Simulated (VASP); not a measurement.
# SiC (scan) (P6_3mc) in VASP: further runs

SiC (scan) is run at these levels: r2SCAN; tasks: single point.

Everything below comes from runs of VASP 6.6.1. Logs are shortened: lines on timing, memory, paths and dates and some standing lists are left out, and cuts for length are marked.

### 1 The cell of the first run

It takes space group P6_3mc (No. 186, hexagonal). The conventional cell has a = 3.075 Å, b = 3.075 Å, c = 5.049 Å, α = 90.00°, β = 90.00°, γ = 120.00°. Within 2.5 Å of Si (site symmetry 3m) lie 4 C at 1.88 to 1.90 Å. C (site symmetry 3m) has 4 Si at 1.88 to 1.90 Å within 2.5 Å.

### 2 Single point, r2SCAN

Contents of POSCAR:

```
SiC
1.0
    3.0754984732      0.0000000000      0.0000000000
   -1.5377492366      2.6634598071      0.0000000000
    0.0000000000      0.0000000000      5.0485506836
Si C
2 2
Direct
    0.3333333333      0.6666666667     -0.0003991723
    0.6666666667      0.3333333333      0.4996008277
    0.3333333333      0.6666666667      0.3753991723
    0.6666666667      0.3333333333      0.8753991723
```

Contents of INCAR.step1:

```
SYSTEM = SiC
PREC     = Accurate       ! precision mode
ENCUT    = 520            ! plane-wave cutoff, eV
ISMEAR   = 0              ! smearing method
SIGMA    = 0.02           ! smearing width, eV
LREAL    = .FALSE.        ! projectors in reciprocal space
LASPH    = .TRUE.         ! aspherical terms in the spheres
NELM     = 80             ! most SCF steps
NBANDS   = 16             ! bands
GGA      = PE             ! functional
ALGO     = Normal         ! electronic algorithm
EDIFF    = 1E-4           ! SCF threshold, eV
LWAVE    = .TRUE.         ! write WAVECAR
LCHARG   = .FALSE.        ! write CHGCAR
```

Contents of INCAR.step2:

```
SYSTEM = SiC
PREC     = Accurate       ! precision mode
ENCUT    = 520            ! plane-wave cutoff, eV
EDIFF    = 1E-6           ! SCF threshold, eV
ISMEAR   = 0              ! smearing method
SIGMA    = 0.02           ! smearing width, eV
LREAL    = .FALSE.        ! projectors in reciprocal space
LASPH    = .TRUE.         ! aspherical terms in the spheres
NELM     = 80             ! most SCF steps
ALGO     = Normal         ! electronic algorithm
ISIF     = 2              ! what is computed and relaxed
LWAVE    = .FALSE.        ! write WAVECAR
LCHARG   = .TRUE.         ! write CHGCAR
METAGGA  = R2SCAN         ! meta-GGA
LMIXTAU  = .TRUE.       
LELF     = .TRUE.         ! ELF
LVHAR    = .TRUE.       
NBANDS   = 16             ! bands
ISTART   = 1
```

Contents of KPOINTS:

```
regular mesh
0
G
  9 9 6
  0 0 0
```

Potentials or basis: VASP PAW PBE potentials, release 64 (Si, C).

On the command line:

```bash
> cat potpaw_PBE.64/Si/POTCAR potpaw_PBE.64/C/POTCAR > POTCAR
> cp INCAR.step1 INCAR
> mpirun -np 1 vasp_std > vasp.out
> cp INCAR.step2 INCAR
> mpirun -np 1 vasp_std > vasp.out
```

OUTCAR:

```text
SYSTEM = SiC
   PREC = Accurate
   ENCUT = 520
   EDIFF = 1E-6
   ISMEAR = 0
   LREAL = .FALSE.
   LASPH = .TRUE.
   NELM = 80
   ISIF = 2
   METAGGA = R2SCAN
   ISTART = 1

 ion  position               nearest neighbor table
   1  0.333  0.667  1.000-   4 1.88   4 1.88   4 1.88   3 1.90   2 3.09   2 3.09   2 3.09   2 3.09
                             2 3.09   2 3.09
   2  0.667  0.333  0.500-   3 1.88   3 1.88   3 1.88   4 1.90   1 3.09   1 3.09   1 3.09   1 3.09
                             1 3.09   1 3.09
   3  0.333  0.667  0.375-   2 1.88   2 1.88   2 1.88   1 1.90
   4  0.667  0.333  0.875-   1 1.88   1 1.88   1 1.88   2 1.90

  LATTYP: Found a hexagonal cell.
 ALAT       =     3.0754984732
 C/A-ratio  =     1.6415389985

  Lattice vectors:

 A1 = (   3.0754984732,   0.0000000000,   0.0000000000)
 A2 = (  -1.5377492366,   2.6634598071,   0.0000000000)
 A3 = (   0.0000000000,   0.0000000000,   5.0485506836)

Analysis of symmetry for initial positions (statically):
=====================================================================
 Subroutine PRICEL returns:
 Original cell was already a primitive cell.

 Routine SETGRP: Setting up the symmetry group for a
 hexagonal supercell.

 Subroutine GETGRP returns: Found 12 space group operations
 (whereof  6 operations were pure point group operations)
 out of a pool of 24 trial point group operations.

The static configuration has the point symmetry C_3v.
 The point group associated with its full space group is C_6v.

Analysis of symmetry for dynamics (positions and initial velocities):
=====================================================================
 Subroutine PRICEL returns:
 Original cell was already a primitive cell.

 Routine SETGRP: Setting up the symmetry group for a
 hexagonal supercell.

 Subroutine GETGRP returns: Found 12 space group operations
 (whereof  6 operations were pure point group operations)
 out of a pool of 24 trial point group operations.

The dynamic configuration has the point symmetry C_3v.
 The point group associated with its full space group is C_6v.

 Subroutine INISYM returns: Found 12 space group operations
 (whereof  6 operations are pure point group operations),
 and found     1 'primitive' translations

----------------------------------------------------------------------------------------

                                     Primitive cell

  volume of cell :      41.3550

  direct lattice vectors                    reciprocal lattice vectors
     3.075498473  0.000000000  0.000000000     0.325150543  0.187725754  0.000000000
    -1.537749237  2.663459807  0.000000000     0.000000000  0.375451508  0.000000000
     0.000000000  0.000000000  5.048550684     0.000000000  0.000000000  0.198076649

  length of vectors
     3.075498473  3.075498473  5.048550684     0.375451508  0.375451508  0.198076649

  position of ions in fractional coordinates (direct lattice)
     0.333333333  0.666666667  0.999600828
     0.666666667  0.333333333  0.499600828
     0.333333333  0.666666667  0.375399172
     0.666666667  0.333333333  0.875399172

  ion indices of the primitive-cell ions
   primitive index   ion index
                 1           1
                 2           2
                 3           3
                 4           4

----------------------------------------------------------------------------------------

 KPOINTS: regular mesh

Automatic generation of k-mesh.
 Grid dimensions read from file:
 generate k-points for:    9    9    6

 Generating k-lattice:

  Cartesian coordinates                     Fractional coordinates (reciprocal lattice)
     0.036127838  0.020858417  0.000000000     0.111111111 -0.000000000  0.000000000
     0.000000000  0.041716834  0.000000000     0.000000000  0.111111111  0.000000000
     0.000000000  0.000000000  0.033012775     0.000000000  0.000000000  0.166666667

  Length of vectors
     0.041716834  0.041716834  0.033012775

  Shift w.r.t. Gamma in fractional coordinates (k-lattice)
     0.000000000  0.000000000  0.000000000

 Subroutine IBZKPT returns following result:
 ===========================================

 Found     48 irreducible k-points:

 Following reciprocal coordinates:
            Coordinates               Weight
  0.000000  0.000000  0.000000      1.000000
  0.111111  0.000000  0.000000      6.000000
  0.222222  0.000000  0.000000      6.000000
  0.333333  0.000000  0.000000      6.000000
  0.444444  0.000000  0.000000      6.000000
  0.111111  0.111111  0.000000      6.000000
[... 16 lines left out ...]
  0.333333  0.222222  0.166667     24.000000
  0.333333  0.333333  0.166667      4.000000
 [... further k-points ...]
   k-points           NKPTS =     48   k-points in BZ     NKDIM =     48   number of bands    NBANDS=     16
   number of dos      NEDOS =    301   number of ions     NIONS =      4
   total plane-waves  NPLWV =  23040
   dimension x,y,z NGX =    24 NGY =   24 NGZ =   40
   dimension x,y,z NGXF=    48 NGYF=   48 NGZF=   80
   ions per type =               2   2
   NGX,Y,Z   is equivalent  to a cutoff of  12.97, 12.97, 13.17 a.u.
   NGXF,Y,Z  is equivalent  to a cutoff of  25.95, 25.95, 26.34 a.u.
 SYSTEM =  SiC
   PREC   = accura    normal or accurate (medium, high low for compatibility)
   ISTART =      1    job   : 0-new  1-cont  2-samecut
   ICHARG =      0    charge: 1-file 2-atom 10-const
   ISPIN  =      1    spin polarized calculation?
   LNONCOLLINEAR =      F non collinear calculations
   LSORBIT =      F    spin-orbit coupling
   LASPH  =      T    aspherical Exc in radial PAW
   ENCUT  =  520.0 eV  38.22 Ry    6.18 a.u.   5.72  5.72  9.39*2*pi/ulx,y,z
   NELM   =     80;   NELMIN=  2; NELMDL=  0     # of ELM steps
   EDIFF  = 0.1E-05   stopping-criterion for ELM
   LREAL  =      F    real-space projection
   EDIFFG = 0.1E-04   stopping-criterion for IOM
   NSW    =      0    number of steps for IOM
   IBRION =     -1    ionic relax: 0-MD 1-quasi-New 2-CG
   NFREE  =      0    steps in history (QN), initial steepest desc. (CG)
   ISIF   =      2    stress and relaxation
   ISYM   =      2    0-nonsym 1-usesym 2-fastsym
   POTIM  = 0.5000    time-step for ionic-motion
   TEBEG  =    0.0;   TEEND  =   0.0 temperature during run
   PSTRESS=    0.0 pullay stress
   NELECT =      16.0000    total number of electrons
   NUPDOWN=      -1.0000    fix difference up-down
   EMIN   =  10.00;   EMAX   =-10.00  energy-range for DOS
   EFERMI =   0.00;   METHOD = LEGACY
   ISMEAR =     0;   SIGMA  =   0.02  broadening in eV -4-tet -1-fermi 0-gaus
   EFERMI_NEDOS =   21; number of points for ismear=-14 and -15
   IALGO  =     38    algorithm
   IMIX   =      4    mixing-type and parameters
     AMIX     =   0.40;   BMIX     =  1.00
     AMIX_MAG =   1.60;   BMIX_MAG =  1.00
  volume/ion in A,a.u.               =      10.34        69.77
  Fermi-wavevector in a.u.,A,eV,Ry     =   1.192904  2.254261 19.361350  1.423019
  Thomas-Fermi vector in A             =   2.328931
   LORBIT       =      0    0 simple, 1 ext, 2 COOP (PROOUT), +10 PAW based schemes
   METAGGA = R2SCAN    functional components
   LHFCALC =     F    Hartree Fock is set to
   AEXX    =    0.0000 exact exchange contribution
   IVDW    =     0    specifies the selected vdW correction
   LEPSILON=     F    determine dielectric tensor
   LRPA    =     F    only Hartree local field effects (RPA)
 non-spin polarized calculation
 Gauss-broadening in eV      SIGMA  =   0.02
  energy-cutoff  :      520.00
  volume of cell :       41.36
 maximum number of plane-waves:      1125
 NGX is ok and might be reduce to    24
   NGX = 11   NGY = 11   NGZ = 19

 number of electron      16.0000000 magnetization

 Free energy of the ion-electron system (eV)
  ---------------------------------------------------
  ext. energy  EPLUGINS =         0.00000000
  ---------------------------------------------------
  free energy    TOTEN  =       -38.63755735 eV

  energy without entropy =      -38.63755735  energy(sigma->0) =      -38.63755735

 E-fermi :   8.2382     XC(G=0): -11.9282

 val. band max:        8.1439307612   @ k =   0.0000   0.0000   0.0000
 cond. band min:      10.8025147549   @ k =   0.3333   0.3333   0.0000
 fundamental gap:      2.6585839936
 Fermi energy:         8.2382193832

 k-point     1 :       0.0000    0.0000    0.0000
  band No.  band energies     occupation
      1      -8.2096      2.00000
      2      -4.5831      2.00000
      3      -0.8475      2.00000
      4       6.7586      2.00000
      5       6.7586      2.00000
      6       8.0301      2.00000
[... 8 lines left out ...]
     15      17.7219      0.00000
     16      20.1739      0.00000

 k-point     2 :       0.1111    0.0000    0.0000
  band No.  band energies     occupation
      1      -7.9880      2.00000
      2      -4.3970      2.00000
      3      -0.6437      2.00000
      4       5.6000      2.00000
      5       6.3917      2.00000
      6       7.3265      2.00000
[... 8 lines left out ...]
     15      18.2673      0.00000
     16      18.8040      0.00000

 k-point     3 :       0.2222    0.0000    0.0000
  band No.  band energies     occupation
      1      -7.3351      2.00000
      2      -3.8757      2.00000
      3      -0.0695      2.00000
      4       3.3972      2.00000
      5       5.5377      2.00000
      6       5.6770      2.00000
[... 8 lines left out ...]
     15      18.7939      0.00000
     16      19.2907      0.00000

 k-point     4 :       0.3333    0.0000    0.0000
  band No.  band energies     occupation
      1      -6.3026      2.00000
      2      -3.2186      2.00000
      3       0.4625      2.00000
      4       1.7209      2.00000
      5       3.5713      2.00000
      6       5.0542      2.00000
[... 8 lines left out ...]
     15      19.9009      0.00000
     16      21.1798      0.00000
[... 324 lines left out ...]
 k-point    22 :       0.2222    0.2222    0.1667
  band No.  band energies     occupation
      1      -5.5838      2.00000
      2      -3.2457      2.00000
      3       0.6300      2.00000
      4       2.3825      2.00000
      5       2.9056      2.00000
      6       3.5580      2.00000
[... 8 lines left out ...]
     15      19.2128      0.00000
     16      20.2421      0.00000

 k-point    23 :       0.3333    0.2222    0.1667
  band No.  band energies     occupation
      1      -4.4516      2.00000
      2      -3.1303      2.00000
      3       0.3577      2.00000
      4       1.5098      2.00000
      5       2.3527      2.00000
      6       3.7702      2.00000
[... 8 lines left out ...]
     15      20.3955      0.00000
     16      21.2122      0.00000

 k-point    24 :       0.3333    0.3333    0.1667
  band No.  band energies     occupation
      1      -3.5663      2.00000
      2      -3.5663      2.00000
      3       1.1446      2.00000
      4       1.1446      2.00000
      5       1.3168      2.00000
      6       3.8222      2.00000
[... 8 lines left out ...]
     15      21.1845      0.00000
     16      21.3008      0.00000

 [... further k-points ...]
[... 5 lines left out ...]
  --------------------------------------------------------------------------------------
  -------------------------------------------------------------------------------------
  Total       -0.0579549     -0.0579549     -0.0554543      0.0000000      0.0000000     -0.0000000
  in kB       -2.2452887     -2.2452887     -2.1484129      0.0000000      0.0000000     -0.0000000
  external PRESSURE =      -2.2129968 kB  Pullay stress =       0.0000000 kB

 VOLUME and BASIS-vectors are now :
 -----------------------------------------------------------------------------
  energy-cutoff  :      520.00
  volume of cell :       41.36
      direct lattice vectors                 reciprocal lattice vectors
     3.075498473  0.000000000  0.000000000     0.325150543  0.187725754  0.000000000
    -1.537749237  2.663459807  0.000000000     0.000000000  0.375451508  0.000000000
     0.000000000  0.000000000  5.048550684     0.000000000  0.000000000  0.198076649

 POSITION                                       TOTAL-FORCE (eV/Angst)
 -----------------------------------------------------------------------------------
     -0.00000      1.77564      5.04654        -0.000000     -0.000000     -0.000591
      1.53775      0.88782      2.52226         0.000000      0.000000     -0.000591
     -0.00000      1.77564      1.89522        -0.000000     -0.000000      0.000591
      1.53775      0.88782      4.41950         0.000000     -0.000000      0.000591
 -----------------------------------------------------------------------------------
    total drift:                               -0.000000     -0.000000      0.000379

  FREE ENERGIE OF THE ION-ELECTRON SYSTEM (eV)
  ---------------------------------------------------
  free  energy   TOTEN  =       -38.6375573486 eV

  energy  without entropy=      -38.6375573486  energy(sigma->0) =      -38.63755735
```

Run time: 77 s. Hardware: 1 thread of Intel Xeon 6975P-C (Granite Rapids), shared host; peak memory 0.17 GiB.

Results:

```yaml
Free_energy: -38.6376 eV
Pressure: -0.2 GPa
Band_gap_on_the_k_mesh: 2.66 eV, indirect (least direct gap 4.52 eV)
```

Caveat: the PAW data sets were made with another functional, which shifts forces and pressure a little. A k mesh can miss the band edges.

(Part 1 of 3 ends here.)
